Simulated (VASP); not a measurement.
Here is a VASP 6.6.1 calculation.

Contents of INCAR:

```
SYSTEM = Ta
ALGO = Normal
EDIFF = 1E-6
ENCUT = 520
GGA = RP
ISIF = 2
ISMEAR = -1
LASPH = .TRUE.
LCHARG = .TRUE.
LELF = .TRUE.
LREAL = .FALSE.
LVHAR = .TRUE.
LWAVE = .FALSE.
NBANDS = 18
NELM = 80
PREC = Accurate
SIGMA = 0.1
```

File KPOINTS:

```
k-points
0
G
  10 10 10
  0 0 0
```

Contents of POSCAR:

```
Ta
1.0
    0.0000000000      3.1995642808      3.1995642808
    3.1995642808      0.0000000000      3.1995642808
    3.1995642808      3.1995642808      0.0000000000
Ta
2
Direct
    0.1250000000      0.1250000000      0.1250000000
    0.8750000000      0.8750000000      0.8750000000
```

Potentials or basis: VASP PAW PBE potentials, release 64 (Ta_pv).

Run with:

```bash
$ cat potpaw_PBE.64/Ta_pv/POTCAR > POTCAR
$ mpirun -np 1 vasp_std > vasp.out
```

Problem. Estimate the band gap on the k mesh.

Solution. Zero (bands 11 and 12 overlap by 0.71 eV).

Problem. Estimate the pressure.

Solution. -6.2 GPa.

Caveat: the cell stands under tension; the PAW data sets were made with another functional, which shifts forces and pressure a little; spin-orbit coupling is left out, which moves the levels of the heavy elements.
